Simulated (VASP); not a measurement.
# Si3C4: single point with PBE

Si3C4, a slab with vacuum:

```xyz
7
Lattice="3.0967 0.0000 0.0000 0.0000 3.0967 0.0000 0.0000 0.0000 20.9699" Properties=species:S:1:pos:R:3 pbc="T T T"
C     0.0000    1.5484    4.0000
C     1.5484    0.0000    6.1897
C     0.0000    1.5484    8.3601
C     3.0967    2.3226   10.0923
Si    1.5484    1.5484    5.0949
Si    0.0000    0.0000    7.2596
Si    1.5484    1.5484    9.4699
```

```json
{"Program": "VASP 6.6.1", "Task": "single point", "Functional": "PBE", "Potentials or basis": "VASP PAW PBE potentials, release 64 (C, Si)", "Cutoff": "520 eV", "k mesh": "9 × 9 × 1", "Occupations": "gaussian, width 0.05 eV", "Spin": "collinear spin", "Starting moments": "[0.0, 0.0, 0.0, 2.0, 0.0, 0.0, 0.0] μB"}
```

* Largest force: 2.297 eV/Å
* Band gap on the k mesh: zero (filled and empty bands overlap)
* Net moment: -0.02 μB per cell
* Valence electrons inside the program's atomic spheres: C 2.23, 2.53, 2.51, 2.31; Si 1.67, 1.66, 1.60

Forces on the atoms (eV/Å):
```
C    0.000 -0.009  1.987
C    0.000  0.279  0.332
C    0.000  0.803 -1.576
C    0.000 -0.739  0.007
Si   0.000  0.016 -2.297
Si   0.000 -0.240 -0.388
Si   0.000 -0.111  1.934
```

Levels at points of the mesh, in eV from the Fermi level:
Spin up:
```
           k point  band 12  band 13  band 14  band 15  band 16  band 17
(0.00, 0.00, 0.00)    -0.72    -0.45     0.00     0.50     1.79     2.27
```
Spin down:
```
           k point  band 11  band 12  band 13  band 14  band 15  band 16  band 17  band 18
(0.00, 0.00, 0.00)    -1.03    -0.73    -0.45     0.00     0.48     1.78     2.28     2.98
```

Wall time 9.3 min on 1 thread of Oxide Virtual Turin-like Processor (shared host), peak memory 0.43 GiB.
